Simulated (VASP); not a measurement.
Runs of VASP 6.6.1 on Al3GaN4. The structure is that of space group Cmm2 (No. 35), or close to it. The cells are those of the table. 

```csv
cell,gap on the mesh (eV),pressure (GPa),largest force (eV/Å)
"a = 4.401, b = 4.401, c = 14.802 Å, 16 atoms",none,-1.2,2.20
"a = 4.401, b = 4.401, c = 13.302 Å, 16 atoms",none,-1.3,2.14
"a = 4.401, b = 4.401, c = 10.802 Å, 16 atoms",none,-3.1,2.21
"a = 4.401, b = 4.401, c = 11.802 Å, 16 atoms",none,(a),2.15
```

Alike in all rows: task single point; level r2SCAN; potentials or basis VASP PAW PBE potentials, release 64 (Al, Ga_d, N); no spin polarisation; k mesh 5 × 5 × 3; cutoff (eV) 520; smearing gaussian 0.05 eV.

Question: Estimate the missing entries.

Answer: (a) -1.8.

Caveats: semilocal functionals underestimate gaps, and a narrow one can read as zero; the PAW data sets were made with another functional, which shifts forces and pressure a little; the stress differs along the axes, from -8 to -1 GPa (at least some runs).

A k mesh can miss the band edges, and the runs leave out spin-orbit coupling on Ga.

A gap of «none» marks levels without a gap at the run's occupations.
